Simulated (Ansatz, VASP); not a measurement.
Pd in VASP and in Ansatz

```
Pd
1.0
     1.36107    0.78581    6.79656
    -1.36107    0.78581    6.79656
     0.00000   -1.57163    6.79656
Pd
3
Direct
  0.00000 0.00000 0.00000
  0.22244 0.22244 0.22244
  0.77756 0.77756 0.77756
```

Alike in both runs: functional PBEsol; k mesh 6 × 6 × 6; occupations gaussian, width 0.1 eV; no spin polarisation.

Ansatz relaxed the structure, and its values are those at the end. VASP's run is a single point on that final structure, the one shown.

|  | VASP | Ansatz |
| --- | --- | --- |
| version | VASP 6.6.1 | Ansatz 0.2.0 |
| potentials or method | VASP PAW PBE potentials, release 64 (Pd), cutoff 500 eV | scalar-relativistic, plane waves, PAW |
| valence electrons in the cell | 30 | 54 |

Ansatz gave:

```
gap on the k mesh at the Fermi level (eV) : none
pressure (GPa)                            : 0.0
```

Q: Estimate VASP's values.

A: gap on the k mesh at the Fermi level (eV): none; pressure (GPa): -0.4.

VASP's potentials were made for PBE, not for PBEsol. A gap of «none» marks a metal or a gap that the smearing closes. VASP's potentials hold 30 valence electrons a cell and Ansatz's 54, so a difference there can come from the potentials and not from the codes.

The k mesh is coarse, so the values compare programs but aren't converged.
